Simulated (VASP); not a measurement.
# Cd (Im-3m) in VASP: a series of runs

Runs on Cd. Level: r2SCAN. Tasks: single point, relaxation of volume and atoms at fixed shape.

All numbers are computed with VASP 6.6.1; they aren't measurements. Logs are shortened: lines on timing, memory, paths and dates and some standing lists are left out, and cuts for length are marked.

### 1 The cell of the first run

It takes space group Im-3m (No. 229, cubic). Conventional cell: a = 3.532 Å, b = 3.532 Å, c = 3.532 Å, α = 90.00°, β = 90.00°, γ = 90.00°. Cd (site symmetry m-3m) has 14 Cd at 3.06 to 3.53 Å within 4.0 Å.

### 2 Single point, r2SCAN

The input, POSCAR:

```
Cd
1.0
    3.5317570386      0.0000000000      0.0000000000
    0.0000000000      3.5317570386      0.0000000000
    0.0000000000      0.0000000000      3.5317570386
Cd
2
Direct
    0.0000000000      0.0000000000      0.0000000000
    0.5000000000      0.5000000000      0.5000000000
```

The input, INCAR.step1:

```
PREC = Accurate ; ENCUT = 520
ISMEAR = -1 ; SIGMA = 0.1
LREAL = F ; LASPH = T
NELM = 80 ; NBANDS = 19
GGA = PE ; ALGO = Normal
EDIFF = 1E-4 ; LWAVE = T
LCHARG = F
```

The input, INCAR.step2:

```
PREC = Accurate ; ENCUT = 520
EDIFF = 1E-7 ; ISMEAR = -1
SIGMA = 0.1 ; LREAL = F
LASPH = T ; NELM = 80
ALGO = Normal ; ISIF = 2
LWAVE = F ; LCHARG = T
METAGGA = R2SCAN ; LMIXTAU = T
LELF = T ; LVHAR = T
NBANDS = 19 ; ISTART = 1
```

The input, KPOINTS:

```
regular mesh
0
Gamma
  6 6 6
```

Potentials or basis: VASP PAW PBE potentials, release 64 (Cd).

Started as:

```bash
> cat potpaw_PBE.64/Cd/POTCAR > POTCAR
> cp INCAR.step1 INCAR
> mpirun -np 1 vasp_std > vasp.out
> cp INCAR.step2 INCAR
> mpirun -np 1 vasp_std > vasp.out
```

OUTCAR:

```text
PREC = Accurate
   ENCUT = 520
   EDIFF = 1E-7
   ISMEAR = -1
   LREAL = F
   LASPH = T
   NELM = 80
   ISIF = 2
   METAGGA = R2SCAN
   ISTART = 1

 ion  position               nearest neighbor table
   1  0.000  0.000  0.000-   2 3.06   2 3.06   2 3.06   2 3.06   2 3.06   2 3.06   2 3.06   2 3.06

   2  0.500  0.500  0.500-   1 3.06   1 3.06   1 3.06   1 3.06   1 3.06   1 3.06   1 3.06   1 3.06

  LATTYP: Found a simple cubic cell.
 ALAT       =     3.5317570386

  Lattice vectors:

 A1 = (   3.5317570386,   0.0000000000,   0.0000000000)
 A2 = (   0.0000000000,   3.5317570386,   0.0000000000)
 A3 = (   0.0000000000,   0.0000000000,   3.5317570386)

Analysis of symmetry for initial positions (statically):
=====================================================================
 Subroutine PRICEL returns following result:

  LATTYP: Found a body centered cubic cell.
 ALAT       =     3.5317570386

  Lattice vectors:

 A1 = (   1.7658785193,   1.7658785193,  -1.7658785193)
 A2 = (  -1.7658785193,   1.7658785193,   1.7658785193)
 A3 = (   1.7658785193,  -1.7658785193,   1.7658785193)

   2 primitive cells build up your supercell.

 Routine SETGRP: Setting up the symmetry group for a
 simple cubic supercell.

 Subroutine GETGRP returns: Found 48 space group operations
 (whereof 48 operations were pure point group operations)
 out of a pool of 48 trial point group operations.

The static configuration has the point symmetry O_h .

Analysis of symmetry for dynamics (positions and initial velocities):
=====================================================================
 Subroutine PRICEL returns following result:

  LATTYP: Found a body centered cubic cell.
 ALAT       =     3.5317570386

  Lattice vectors:

 A1 = (   1.7658785193,   1.7658785193,  -1.7658785193)
 A2 = (  -1.7658785193,   1.7658785193,   1.7658785193)
 A3 = (   1.7658785193,  -1.7658785193,   1.7658785193)

   2 primitive cells build up your supercell.

 Routine SETGRP: Setting up the symmetry group for a
 simple cubic supercell.

 Subroutine GETGRP returns: Found 48 space group operations
 (whereof 48 operations were pure point group operations)
 out of a pool of 48 trial point group operations.

The dynamic configuration has the point symmetry O_h .

 Subroutine INISYM returns: Found 48 space group operations
 (whereof 48 operations are pure point group operations),
 and found     2 'primitive' translations

----------------------------------------------------------------------------------------

                                     Primitive cell

  volume of cell :      22.0263

  direct lattice vectors                    reciprocal lattice vectors
     1.765878519  1.765878519 -1.765878519     0.283145185  0.283145185  0.000000000
    -1.765878519  1.765878519  1.765878519    -0.000000000  0.283145185  0.283145185
     1.765878519 -1.765878519  1.765878519     0.283145185  0.000000000  0.283145185

  length of vectors
     3.058591315  3.058591315  3.058591315     0.400427761  0.400427761  0.400427761

  position of ions in fractional coordinates (direct lattice)
     0.000000000  0.000000000  0.000000000

  ion indices of the primitive-cell ions
   primitive index   ion index
                 1           1

----------------------------------------------------------------------------------------

 KPOINTS: regular mesh

Automatic generation of k-mesh.
 Grid dimensions read from file:
 generate k-points for:    6    6    6

 Generating k-lattice:

  Cartesian coordinates                     Fractional coordinates (reciprocal lattice)
     0.047190864  0.000000000  0.000000000     0.166666667  0.000000000  0.000000000
     0.000000000  0.047190864  0.000000000     0.000000000  0.166666667  0.000000000
     0.000000000  0.000000000  0.047190864     0.000000000  0.000000000  0.166666667

  Length of vectors
     0.047190864  0.047190864  0.047190864

  Shift w.r.t. Gamma in fractional coordinates (k-lattice)
     0.000000000  0.000000000  0.000000000

 Subroutine IBZKPT returns following result:
 ===========================================

 Found     20 irreducible k-points:

 Following reciprocal coordinates:
            Coordinates               Weight
  0.000000  0.000000  0.000000      1.000000
  0.166667  0.000000  0.000000      6.000000
  0.333333  0.000000  0.000000      6.000000
  0.500000  0.000000  0.000000      3.000000
  0.166667  0.166667  0.000000     12.000000
  0.333333  0.166667  0.000000     24.000000
[... 12 lines left out ...]
  0.500000  0.500000  0.333333      6.000000
  0.500000  0.500000  0.500000      1.000000
   k-points           NKPTS =     20   k-points in BZ     NKDIM =     20   number of bands    NBANDS=     19
   number of dos      NEDOS =    301   number of ions     NIONS =      2
   total plane-waves  NPLWV =  21952
   dimension x,y,z NGX =    28 NGY =   28 NGZ =   28
   dimension x,y,z NGXF=    56 NGYF=   56 NGZF=   56
   ions per type =               2
   NGX,Y,Z   is equivalent  to a cutoff of  13.18, 13.18, 13.18 a.u.
   NGXF,Y,Z  is equivalent  to a cutoff of  26.36, 26.36, 26.36 a.u.
 SYSTEM =  unknown system
   PREC   = accura    normal or accurate (medium, high low for compatibility)
   ISTART =      1    job   : 0-new  1-cont  2-samecut
   ICHARG =      0    charge: 1-file 2-atom 10-const
   ISPIN  =      1    spin polarized calculation?
   LNONCOLLINEAR =      F non collinear calculations
   LSORBIT =      F    spin-orbit coupling
   LASPH  =      T    aspherical Exc in radial PAW
   ENCUT  =  520.0 eV  38.22 Ry    6.18 a.u.   6.57  6.57  6.57*2*pi/ulx,y,z
   NELM   =     80;   NELMIN=  2; NELMDL=  0     # of ELM steps
   EDIFF  = 0.1E-06   stopping-criterion for ELM
   LREAL  =      F    real-space projection
   EDIFFG = 0.1E-05   stopping-criterion for IOM
   NSW    =      0    number of steps for IOM
   IBRION =     -1    ionic relax: 0-MD 1-quasi-New 2-CG
   NFREE  =      0    steps in history (QN), initial steepest desc. (CG)
   ISIF   =      2    stress and relaxation
   ISYM   =      2    0-nonsym 1-usesym 2-fastsym
   POTIM  = 0.5000    time-step for ionic-motion
   TEBEG  =    0.0;   TEEND  =   0.0 temperature during run
   PSTRESS=    0.0 pullay stress
   NELECT =      24.0000    total number of electrons
   NUPDOWN=      -1.0000    fix difference up-down
   EMIN   =  10.00;   EMAX   =-10.00  energy-range for DOS
   EFERMI =   0.00;   METHOD = LEGACY
   ISMEAR =    -1;   SIGMA  =   0.10  broadening in eV -4-tet -1-fermi 0-gaus
   EFERMI_NEDOS =   21; number of points for ismear=-14 and -15
   IALGO  =     38    algorithm
   IMIX   =      4    mixing-type and parameters
     AMIX     =   0.40;   BMIX     =  1.00
     AMIX_MAG =   1.60;   BMIX_MAG =  1.00
  volume/ion in A,a.u.               =      22.03       148.64
  Fermi-wavevector in a.u.,A,eV,Ry     =   1.337071  2.526698 24.323931  1.787758
  Thomas-Fermi vector in A             =   2.465648
   LORBIT       =      0    0 simple, 1 ext, 2 COOP (PROOUT), +10 PAW based schemes
   METAGGA = R2SCAN    functional components
   LHFCALC =     F    Hartree Fock is set to
   AEXX    =    0.0000 exact exchange contribution
   IVDW    =     0    specifies the selected vdW correction
   LEPSILON=     F    determine dielectric tensor
   LRPA    =     F    only Hartree local field effects (RPA)
 non-spin polarized calculation
  energy-cutoff  :      520.00
  volume of cell :       44.05
 maximum number of plane-waves:      1213
 NGX is ok and might be reduce to    28
   NGX = 13   NGY = 13   NGZ = 13

 number of electron      23.9999995 magnetization

 Free energy of the ion-electron system (eV)
  ---------------------------------------------------
  ext. energy  EPLUGINS =         0.00000000
  ---------------------------------------------------
  free energy    TOTEN  =       -40.07791857 eV

  energy without entropy =      -40.04993283  energy(sigma->0) =      -40.06392570

 E-fermi :   2.7290     XC(G=0): -11.7322

 val. band max:        2.6769106323   @ k =   0.3333   0.3333   0.1667
 cond. band min:       2.8285853535   @ k =   0.5000   0.5000   0.3333
 fundamental gap:      0.1516747212
 Fermi energy:         2.7289968262

 k-point     1 :       0.0000    0.0000    0.0000
  band No.  band energies     occupation
      1      -7.4227      2.00000
      2      -7.4227      2.00000
      3      -6.9103      2.00000
      4      -6.9103      2.00000
      5      -6.9103      2.00000
      6      -6.3388      2.00000
[... 11 lines left out ...]
     18      19.0049      0.00000
     19      19.0049      0.00000

 k-point     2 :       0.1667    0.0000    0.0000
  band No.  band energies     occupation
      1      -7.3423      2.00000
      2      -7.2918      2.00000
      3      -6.8868      2.00000
      4      -6.8868      2.00000
      5      -6.8453      2.00000
      6      -6.3303      2.00000
[... 11 lines left out ...]
     18      17.0487      0.00000
     19      17.1674      0.00000

 k-point     3 :       0.3333    0.0000    0.0000
  band No.  band energies     occupation
      1      -7.1237      2.00000
      2      -6.9703      2.00000
      3      -6.7970      2.00000
      4      -6.7970      2.00000
      5      -6.6668      2.00000
      6      -6.5384      2.00000
[... 11 lines left out ...]
     18      13.8958      0.00000
     19      14.2509      0.00000

 k-point     4 :       0.5000    0.0000    0.0000
  band No.  band energies     occupation
      1      -6.8285      2.00000
      2      -6.8285      2.00000
      3      -6.6238      2.00000
      4      -6.6238      2.00000
      5      -6.6079      2.00000
      6      -6.6079      2.00000
[... 319 lines left out ...]
     18      10.1284      0.00000
     19      22.2247      0.00000

 k-point    19 :       0.5000    0.5000    0.3333
  band No.  band energies     occupation
      1      -7.1097      2.00000
      2      -7.1097      2.00000
      3      -6.9923      2.00000
      4      -6.9923      2.00000
      5      -6.4774      2.00000
      6      -6.4774      2.00000
[... 11 lines left out ...]
     18       7.9252      0.00000
     19      23.8285      0.00000

 k-point    20 :       0.5000    0.5000    0.5000
  band No.  band energies     occupation
      1      -6.8690      2.00000
      2      -6.8690      2.00000
      3      -6.8690      2.00000
      4      -6.8690      2.00000
      5      -6.8690      2.00000
      6      -6.8690      2.00000
[... 11 lines left out ...]
     18       5.1329      0.00000
     19      28.4027      0.00000

------------------------ aborting loop because EDIFF is reached ----------------------------------------

  FORCE on cell =-STRESS in cart. coord.  units (eV):
  Direction    XX          YY          ZZ          XY          YZ          ZX
  --------------------------------------------------------------------------------------
  -------------------------------------------------------------------------------------
  Total        0.0817945      0.0817945      0.0817945     -0.0000000     -0.0000000     -0.0000000
  in kB        2.9748305      2.9748305      2.9748305     -0.0000000     -0.0000000     -0.0000000
  external PRESSURE =       2.9748305 kB  Pullay stress =       0.0000000 kB

 VOLUME and BASIS-vectors are now :
 -----------------------------------------------------------------------------
  energy-cutoff  :      520.00
  volume of cell :       44.05
      direct lattice vectors                 reciprocal lattice vectors
     3.531757039  0.000000000  0.000000000     0.283145185  0.000000000  0.000000000
     0.000000000  3.531757039  0.000000000     0.000000000  0.283145185  0.000000000
     0.000000000  0.000000000  3.531757039     0.000000000  0.000000000  0.283145185

 POSITION                                       TOTAL-FORCE (eV/Angst)
 -----------------------------------------------------------------------------------
      0.00000      0.00000      0.00000        -0.000000     -0.000000     -0.000000
      1.76588      1.76588      1.76588         0.000000      0.000000      0.000000
 -----------------------------------------------------------------------------------
    total drift:                                0.000000      0.000000      0.000000

  FREE ENERGIE OF THE ION-ELECTRON SYSTEM (eV)
  ---------------------------------------------------
  free  energy   TOTEN  =       -40.0779185677 eV

  energy  without entropy=      -40.0499328271  energy(sigma->0) =      -40.06392570
```

Wall time 36 s (1 thread of Intel Xeon 6975P-C (Granite Rapids), shared host); peak memory 0.16 GiB.

Results:

```yaml
Free_energy: -40.0779 eV
Pressure: 0.3 GPa
Band_gap_on_the_k_mesh: zero (band 12 reaches 6.45 eV, above the bottom of band 13 at 1.92 eV)
```

Caveat: the PAW data sets were made with another functional, which shifts forces and pressure a little.

[end of part 1 of 2]
